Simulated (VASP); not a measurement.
# Si (a cell with a defect) in VASP: further runs, part 2 of 3

VASP 6.6.1. The steps go on from the part before.

**3. Single point, PBE**

Input file INCAR:

```
PREC = Accurate
ENCUT = 520
EDIFF = 1E-6
ISMEAR = 0
SIGMA = 0.02
LREAL = Auto
LASPH = T
NELM = 100
ALGO = Normal
ISIF = 2
LWAVE = F
LCHARG = F
GGA = PE
NELECT = 62.0
NBANDS = 43
```

Input file KPOINTS:

```
Automatic mesh
0
Gamma
  2 2 2
```

Input file POSCAR:

```
Si
1.0
    0.0000000000      5.4700937627     -5.4700937627
    5.4700937627      5.4700937627      0.0000000000
    5.4700937627      0.0000000000     -5.4700937627
Si
15
Direct
    0.1336307076      0.1336307076      0.1336307076
    0.1336307076      0.5991079207      0.1336307076
    0.5991079207      0.1336307076      0.1336307076
    0.6248382840      0.6248382840      0.1254850520
    0.1336307076      0.1336307076      0.5991079207
    0.1254850520      0.6248382840      0.6248382840
    0.6248382840      0.1254850520      0.6248382840
    0.6248382840      0.6248382840      0.6248382840
    0.2461747565      0.7538252869      0.2461747565
    0.7538252869      0.7538252869      0.2461747565
    0.7538252869      0.2461747565      0.2461747565
    0.2461747565      0.7538252869      0.7538252869
    0.2461747565      0.2461747565      0.7538252869
    0.7500000325      0.7500000325      0.7500000325
    0.7538252869      0.2461747565      0.7538252869
```

Potentials or basis: VASP PAW PBE potentials, release 64 (Si).

Launch:

```sh
cat potpaw_PBE.64/Si/POTCAR > POTCAR
mpirun -np 1 vasp_std > vasp.out
```

OUTCAR:

```text
PREC = Accurate
   ENCUT = 520
   EDIFF = 1E-6
   ISMEAR = 0
   LREAL = Auto
   LASPH = T
   NELM = 100
   ISIF = 2
   GGA = PE
   NELECT = 62.0

 ion  position               nearest neighbor table
   1  0.134  0.134  0.134-   9 2.41  11 2.41  13 2.41
   2  0.134  0.599  0.134-  10 2.41  12 2.41   9 2.41
   3  0.599  0.134  0.134-  10 2.41  15 2.41  11 2.41
   4  0.625  0.625  0.125-  14 2.37  11 2.39   9 2.39  10 2.39
   5  0.134  0.134  0.599-  12 2.41  15 2.41  13 2.41
   6  0.125  0.625  0.625-  14 2.37  13 2.39   9 2.39  12 2.39
   7  0.625  0.125  0.625-  14 2.37  13 2.39  11 2.39  15 2.39
   8  0.625  0.625  0.625-  14 2.37  12 2.39  10 2.39  15 2.39
   9  0.246  0.754  0.246-   4 2.39   6 2.39   1 2.41   2 2.41
  10  0.754  0.754  0.246-   8 2.39   4 2.39   2 2.41   3 2.41
  11  0.754  0.246  0.246-   4 2.39   7 2.39   1 2.41   3 2.41
  12  0.246  0.754  0.754-   8 2.39   6 2.39   2 2.41   5 2.41
  13  0.246  0.246  0.754-   6 2.39   7 2.39   1 2.41   5 2.41
  14  0.750  0.750  0.750-   4 2.37   6 2.37   7 2.37   8 2.37
  15  0.754  0.246  0.754-   8 2.39   7 2.39   3 2.41   5 2.41

  LATTYP: Found a face centered cubic cell.
 ALAT       =    10.9401875254

  Lattice vectors:

 A1 = (   0.0000000000,   5.4700937627,  -5.4700937627)
 A2 = (   5.4700937627,   5.4700937627,   0.0000000000)
 A3 = (   5.4700937627,   0.0000000000,  -5.4700937627)

Analysis of symmetry for initial positions (statically):
[... 5 lines left out ...]
 face centered cubic supercell.

 Subroutine GETGRP returns: Found 24 space group operations
 (whereof 24 operations were pure point group operations)
 out of a pool of 48 trial point group operations.

The static configuration has the point symmetry T_d .

Analysis of symmetry for dynamics (positions and initial velocities):
[... 5 lines left out ...]
 face centered cubic supercell.

 Subroutine GETGRP returns: Found 24 space group operations
 (whereof 24 operations were pure point group operations)
 out of a pool of 48 trial point group operations.

The dynamic configuration has the point symmetry T_d .

 Subroutine INISYM returns: Found 24 space group operations
 (whereof 24 operations are pure point group operations),
 and found     1 'primitive' translations

----------------------------------------------------------------------------------------

                                     Primitive cell

  volume of cell :     327.3515

  direct lattice vectors                    reciprocal lattice vectors
     0.000000000  5.470093763 -5.470093763    -0.091406111  0.091406111 -0.091406111
     5.470093763  5.470093763  0.000000000     0.091406111  0.091406111  0.091406111
     5.470093763  0.000000000 -5.470093763     0.091406111 -0.091406111 -0.091406111

  length of vectors
     7.735880787  7.735880787  7.735880787     0.158320029  0.158320029  0.158320029

  position of ions in fractional coordinates (direct lattice)
     0.133630708  0.133630708  0.133630708
     0.133630708  0.599107921  0.133630708
     0.599107921  0.133630708  0.133630708
     0.624838284  0.624838284  0.125485052
[... 62 lines left out ...]
   number of dos      NEDOS =    301   number of ions     NIONS =     15
   total plane-waves  NPLWV = 216000
   dimension x,y,z NGX =    60 NGY =   60 NGZ =   60
   dimension x,y,z NGXF=   120 NGYF=  120 NGZF=  120
   ions per type =              15
   NGX,Y,Z   is equivalent  to a cutoff of  12.89, 12.89, 12.89 a.u.
   NGXF,Y,Z  is equivalent  to a cutoff of  25.79, 25.79, 25.79 a.u.
 SYSTEM =  unknown system
   PREC   = accura    normal or accurate (medium, high low for compatibility)
   ISTART =      0    job   : 0-new  1-cont  2-samecut
   ICHARG =      2    charge: 1-file 2-atom 10-const
   ISPIN  =      1    spin polarized calculation?
   LNONCOLLINEAR =      F non collinear calculations
   LSORBIT =      F    spin-orbit coupling
   LASPH  =      T    aspherical Exc in radial PAW
   ENCUT  =  520.0 eV  38.22 Ry    6.18 a.u.  14.38 14.38 14.38*2*pi/ulx,y,z
   NELM   =    100;   NELMIN=  2; NELMDL= -5     # of ELM steps
   EDIFF  = 0.1E-05   stopping-criterion for ELM
   LREAL  =      T    real-space projection
   EDIFFG = 0.1E-04   stopping-criterion for IOM
   NSW    =      0    number of steps for IOM
   IBRION =     -1    ionic relax: 0-MD 1-quasi-New 2-CG
   NFREE  =      0    steps in history (QN), initial steepest desc. (CG)
   ISIF   =      2    stress and relaxation
   ISYM   =      2    0-nonsym 1-usesym 2-fastsym
   POTIM  = 0.5000    time-step for ionic-motion
   TEBEG  =    0.0;   TEEND  =   0.0 temperature during run
   PSTRESS=    0.0 pullay stress
   NELECT =      62.0000    total number of electrons
   NUPDOWN=      -1.0000    fix difference up-down
   EMIN   =  10.00;   EMAX   =-10.00  energy-range for DOS
   EFERMI =   0.00;   METHOD = LEGACY
   ISMEAR =     0;   SIGMA  =   0.02  broadening in eV -4-tet -1-fermi 0-gaus
   EFERMI_NEDOS =   21; number of points for ismear=-14 and -15
   IALGO  =     38    algorithm
   IMIX   =      4    mixing-type and parameters
     AMIX     =   0.40;   BMIX     =  1.00
     AMIX_MAG =   1.60;   BMIX_MAG =  1.00
  volume/ion in A,a.u.               =      21.82       147.27
  Fermi-wavevector in a.u.,A,eV,Ry     =   0.940158  1.776640 12.026137  0.883896
  Thomas-Fermi vector in A             =   2.067541
   LORBIT       =      0    0 simple, 1 ext, 2 COOP (PROOUT), +10 PAW based schemes
   GGA     = PE    functional components
   LHFCALC =     F    Hartree Fock is set to
   AEXX    =    0.0000 exact exchange contribution
   IVDW    =     0    specifies the selected vdW correction
   LEPSILON=     F    determine dielectric tensor
   LRPA    =     F    only Hartree local field effects (RPA)
 non-spin polarized calculation
 Gauss-broadening in eV      SIGMA  =   0.02
  energy-cutoff  :      520.00
  volume of cell :      327.35
 maximum number of plane-waves:      8824
 NGX is ok and might be reduce to    60
   NGX = 29   NGY = 29   NGZ = 29

 number of electron      62.0000003 magnetization

 Free energy of the ion-electron system (eV)
  ---------------------------------------------------
  ext. energy  EPLUGINS =         0.00000000
  ---------------------------------------------------
  free energy    TOTEN  =       -66.22117203 eV

  energy without entropy =      -66.21730715  energy(sigma->0) =      -66.21923959

 E-fermi :   5.7842     XC(G=0):  -9.2491

 val. band max:        5.7354433545   @ k =   0.0000   0.0000   0.0000
 cond. band min:       5.7902557434   @ k =   0.0000   0.0000   0.0000
 fundamental gap:      0.0548123890
 Fermi energy:         5.7841718883

 k-point     1 :       0.0000    0.0000    0.0000
  band No.  band energies     occupation
      1      -6.5963      2.00000
      2      -4.4110      2.00000
      3      -4.4110      2.00000
      4      -4.4110      2.00000
      5      -3.9135      2.00000
      6      -2.6669      2.00000
[... 127 lines left out ...]
     42       9.4180      0.00000
     43       9.4194      0.00000

------------------------ aborting loop because EDIFF is reached ----------------------------------------

  FORCE on cell =-STRESS in cart. coord.  units (eV):
  Direction    XX          YY          ZZ          XY          YZ          ZX
  --------------------------------------------------------------------------------------
  -------------------------------------------------------------------------------------
  Total       11.6116373     11.6116373     11.6116373     -0.0000000      0.0000000      0.0000000
  in kB       56.8315806     56.8315806     56.8315806     -0.0000000      0.0000000      0.0000000
  external PRESSURE =      56.8315806 kB  Pullay stress =       0.0000000 kB

 VOLUME and BASIS-vectors are now :
 -----------------------------------------------------------------------------
  energy-cutoff  :      520.00
  volume of cell :      327.35
      direct lattice vectors                 reciprocal lattice vectors
     0.000000000  5.470093763 -5.470093763    -0.091406111  0.091406111 -0.091406111
     5.470093763  5.470093763  0.000000000     0.091406111  0.091406111  0.091406111
     5.470093763  0.000000000 -5.470093763     0.091406111 -0.091406111 -0.091406111

 POSITION                                       TOTAL-FORCE (eV/Angst)
 -----------------------------------------------------------------------------------
      1.46195      1.46195     -1.46195        -0.003431     -0.003431      0.003431
      4.00815      4.00815     -1.46195         0.003431      0.003431      0.003431
      1.46195      4.00815     -4.00815        -0.003431      0.003431     -0.003431
      4.10434      6.83585     -4.10434         0.003187     -0.003187     -0.003187
      4.00815      1.46195     -4.00815         0.003431     -0.003431     -0.003431
      6.83585      4.10434     -4.10434        -0.003187      0.003187     -0.003187
      4.10434      4.10434     -6.83585         0.003187      0.003187      0.003187
      6.83585      6.83585     -6.83585        -0.003187     -0.003187      0.003187
      5.47009      5.47009     -2.69320        -0.000000      0.000000     -0.003273
      5.47009      8.24699     -5.47009        -0.000000     -0.003273      0.000000
      2.69320      5.47009     -5.47009         0.003273      0.000000      0.000000
      8.24699      5.47009     -5.47009        -0.003273      0.000000      0.000000
      5.47009      2.69320     -5.47009        -0.000000      0.003273      0.000000
      8.20514      8.20514     -8.20514        -0.000000      0.000000      0.000000
      5.47009      5.47009     -8.24699        -0.000000      0.000000      0.003273
 -----------------------------------------------------------------------------------
    total drift:                               -0.000067     -0.000067      0.000067

  FREE ENERGIE OF THE ION-ELECTRON SYSTEM (eV)
  ---------------------------------------------------
  free  energy   TOTEN  =       -66.2211720264 eV

  energy  without entropy=      -66.2173071481  energy(sigma->0) =      -66.21923959
```

Run time: 73 s. Hardware: 1 thread of Intel Xeon Platinum 8259CL at 2.50GHz (Skylake/Cascade Lake), shared host; peak memory 0.43 GiB.

What came out:

| Quantity | Value |
| --- | --- |
| Free energy | -66.2212 eV |
| Largest force | 0.006 eV/Å |

Forces in eV/Å, atoms in the order of the input:
```
Si  -0.003 -0.003  0.003
Si   0.003  0.003  0.003
Si  -0.003  0.003 -0.003
Si   0.003 -0.003 -0.003
Si   0.003 -0.003 -0.003
Si  -0.003  0.003 -0.003
Si   0.003  0.003  0.003
Si  -0.003 -0.003  0.003
Si   0.000  0.000 -0.003
Si   0.000 -0.003  0.000
Si   0.003  0.000  0.000
Si  -0.003  0.000  0.000
Si   0.000  0.003  0.000
Si   0.000  0.000  0.000
Si   0.000  0.000  0.003
```

Levels at points of the mesh, in eV from the Fermi level:
| k point | band 28 | band 29 | band 30 | band 31 | band 32 | band 33 | band 34 | band 35 |
| --- | --- | --- | --- | --- | --- | --- | --- | --- |
| (0.00, 0.00, 0.00) | -1.16 | -1.16 | -0.05 | -0.05 | 0.01 | 0.01 | 0.01 | 0.18 |
| (0.50, 0.00, 0.00) | -2.01 | -1.43 | -1.43 | 0.11 | 0.11 | 0.68 | 0.68 | 0.78 |
| (0.50, 0.50, 0.00) | -2.31 | -2.01 | -1.84 | -0.29 | -0.29 | 0.52 | 0.52 | 1.70 |

Caveat: the k points lie up to 0.50 Å⁻¹ apart; the cell carries a net charge on a neutralising background, which shifts energy and pressure; the cell is charged against a uniform background, so pressure and absolute levels hang on convention.

**4. Single point, PBE**

Input file INCAR:

```
ALGO = Normal
EDIFF = 1E-7
ENCUT = 520
GGA = PE
ISIF = 2
ISMEAR = 0
LASPH = True
LCHARG = True
LELF = True
LREAL = Auto
LVHAR = True
LWAVE = False
NBANDS = 43
NELECT = 62.0
NELM = 80
PREC = Accurate
SIGMA = 0.02
```

Input file KPOINTS:

```
k-points
0
Gamma
  2 2 2
```

Input file POSCAR:

```
Si
1.0
    0.0000000000      5.4700937627     -5.4700937627
    5.4700937627      5.4700937627      0.0000000000
    5.4700937627      0.0000000000     -5.4700937627
Si
15
Direct
    0.2413693544      0.2413693544      0.2413693544
    0.1288253055      0.6211746356      0.1288253055
    0.6211746356      0.1288253055      0.1288253055
    0.6211747271      0.6211747271      0.1288252141
    0.1288253055      0.1288253055      0.6211746356
    0.1288252141      0.6211747271      0.6211747271
    0.6211747271      0.1288252141      0.6211747271
    0.6249999814      0.6249999814      0.6249999814
    0.2413693544      0.7758920019      0.2413693544
    0.7501617299      0.7501617299      0.2495149186
    0.7758920019      0.2413693544      0.2413693544
    0.2495149186      0.7501617299      0.7501617299
    0.2413693544      0.2413693544      0.7758920019
    0.7501617299      0.7501617299      0.7501617299
    0.7501617299      0.2495149186      0.7501617299
```

Launch:

```sh
cat potpaw_PBE.64/Si/POTCAR > POTCAR
mpirun -np 1 vasp_std > vasp.out
```

Run time: 77 s. Hardware: 1 thread of Intel Xeon Platinum 8259CL at 2.50GHz (Skylake/Cascade Lake), shared host; peak memory 0.43 GiB.

Results (log left out):

```yaml
Free_energy: -66.2213 eV
Largest_force: 0.008 eV/Å
```

Forces in eV/Å, atoms in the order of the input:
```
Si   0.001  0.001 -0.001
Si   0.000  0.000  0.008
Si  -0.008  0.000  0.000
Si   0.000  0.008  0.000
Si   0.000 -0.008  0.000
Si   0.008  0.000  0.000
Si   0.000  0.000 -0.008
Si   0.000  0.000  0.000
Si  -0.001 -0.001 -0.001
Si   0.002 -0.002 -0.002
Si   0.001 -0.001  0.001
Si  -0.002  0.002 -0.002
Si  -0.001  0.001  0.001
Si  -0.002 -0.002  0.002
Si   0.002  0.002  0.002
```

Levels at points of the mesh, in eV from the Fermi level:
| k point | band 28 | band 29 | band 30 | band 31 | band 32 | band 33 | band 34 | band 35 |
| --- | --- | --- | --- | --- | --- | --- | --- | --- |
| (0.00, 0.00, 0.00) | -1.16 | -1.16 | -0.05 | -0.05 | 0.01 | 0.01 | 0.01 | 0.18 |
| (0.50, 0.00, 0.00) | -2.01 | -1.43 | -1.43 | 0.11 | 0.11 | 0.68 | 0.68 | 0.78 |
| (0.50, 0.50, 0.00) | -2.31 | -2.01 | -1.84 | -0.29 | -0.29 | 0.52 | 0.52 | 1.70 |

Caveat: the k points lie up to 0.50 Å⁻¹ apart; the cell carries a net charge on a neutralising background, which shifts energy and pressure; the cell is charged against a uniform background, so pressure and absolute levels hang on convention.

(Part 2 of 3 ends here.)
